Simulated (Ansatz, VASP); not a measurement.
Two plane-wave programs on Zn4HO4

```
Zn O H
1.0
     5.51481    0.00000    0.00000
     0.00000    5.51481    0.00000
     0.00000    0.00000    3.24301
Zn O H
4 4 1
Direct
  0.18207 0.18207 0.50000
  0.81793 0.81793 0.50000
  0.68207 0.31793 0.00000
  0.31793 0.68207 0.00000
  0.81800 0.18200 0.50000
  0.18200 0.81800 0.50000
  0.68200 0.68200 0.00000
  0.31800 0.31800 0.00000
  0.00004 0.58200 0.20000
```

Alike in both runs: task single point; functional PBEsol; k mesh 4 × 4 × 8; occupations gaussian, width 0.05 eV; no spin polarisation.

|  | VASP | Ansatz |
| --- | --- | --- |
| version | VASP 6.6.1 | Ansatz 0.2.0 |
| potentials or method | VASP PAW PBE potentials, release 64 (Zn, O, H), cutoff 520 eV | scalar-relativistic, plane waves, PAW |
| valence electrons in the cell | 73 | 73 |

```csv
,VASP,Ansatz,Ansatz less VASP
gap on the k mesh at the Fermi level (eV),none,none,-
pressure (GPa),4.3,3.5,-0.88
"traceless stress, the component that is largest in VASP (GPa)",0.79,0.78,-0.011
rms of the force components (eV/Å),0.302,0.300,-0.0021
```

VASP's potentials were made for PBE, not for PBEsol, and Ansatz warns of the same on its side. Atom by atom the forces differ by 0.004 eV/Å (rms over components). A gap of «none» marks a metal or a gap that the smearing closes. The functional is the same, so the differences come from potentials, cutoffs and numerics.
